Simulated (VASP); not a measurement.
Si, 4 atoms in the cell. The cell holds a slab with vacuum, 4 atoms: a = 3.847 Å, b = 3.847 Å, c = 18.445 Å, α = 90.00°, β = 90.00°, γ = 120.00°. 

| Property | Result |
| --- | --- |
| Program | VASP 6.6.1 |
| Task | single point |
| Functional | PBE |
| Dispersion | D3(BJ) |
| Potentials or basis | VASP PAW PBE potentials, release 64 (Si) |
| Cutoff | 520 eV |
| k mesh | 9 × 9 × 1 |
| Occupations | gaussian, width 0.1 eV |
| Spin | no spin polarisation |
| Dipole correction | yes |
| Further INCAR settings | ALGO = Normal; EDIFF = 1e-06; NBANDS = 16 |

Potentials or basis: VASP PAW PBE potentials, release 64 (Si).

Command:

```console
$ cat potpaw_PBE.64/Si/POTCAR > POTCAR
$ mpirun -np 1 vasp_std > vasp.out
```

Hardware: 1 thread of Intel(R) Xeon(R) Platinum 8488C (Sapphire Rapids), with other jobs on the host.

Q: Estimate the wall time of this run.

A: Wall time 3 min on 1 thread of Intel(R) Xeon(R) Platinum 8488C (Sapphire Rapids), with other jobs on the host, peak memory 0.36 GiB. Counts: scf iterations 23, k points 25.
